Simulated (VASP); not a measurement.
Runs of VASP 6.6.1 on Si. The structure is that of space group P6_3/mmc (No. 194), or close to it. The cells are those of the table. This isn't the form of Si at room conditions, which is diamond.

```tsv
cell	k mesh	gap on the mesh (eV)	pressure (GPa)
a = 2.745, b = 2.745, c = 9.118 Å, angles 90.0, 90.0, 120.0°, 4 atoms	15 × 15 × 4	none	(b)
a = 2.778, b = 2.778, c = 9.229 Å, angles 90.0, 90.0, 120.0°, 4 atoms	15 × 15 × 4	none	-7.6
a = 2.711, b = 2.711, c = 9.004 Å, angles 90.0, 90.0, 120.0°, 4 atoms	15 × 15 × 4	none	-3.2
a = 2.675, b = 2.675, c = 8.887 Å, angles 90.0, 90.0, 120.0°, 4 atoms	13 × 13 × 4	none	0.0
a = 2.564, b = 2.564, c = 8.516 Å, angles 90.0, 90.0, 120.0°, 4 atoms	15 × 15 × 4	none	15.3
a = 2.675, b = 2.675, c = 8.887 Å, angles 90.0, 90.0, 120.0°, 4 atoms	15 × 15 × 4	none	(a)
a = 2.675, b = 2.675, c = 8.887 Å, angles 90.0, 90.0, 120.0°, 4 atoms	18 × 18 × 5	none	0.0
a = 2.639, b = 2.639, c = 8.767 Å, angles 90.0, 90.0, 120.0°, 4 atoms	15 × 15 × 4	none	3.8
a = 2.602, b = 2.602, c = 8.643 Å, angles 90.0, 90.0, 120.0°, 4 atoms	15 × 15 × 4	none	8.9
```

Alike in all rows: task single point; level r2SCAN; potentials or basis VASP PAW PBE potentials, release 64 (Si); no spin polarisation; cutoff (eV) 520; smearing fermi-dirac 0.1 eV.

Q: Fill in the values left out.

A: (a) -0.1; (b) -5.7.

Caveats: the PAW data sets were made with another functional, which shifts forces and pressure a little; the cell stands under tension (at least some runs); the cell stands under pressure (at least some runs).

A gap of «none» marks levels without a gap at the run's occupations.
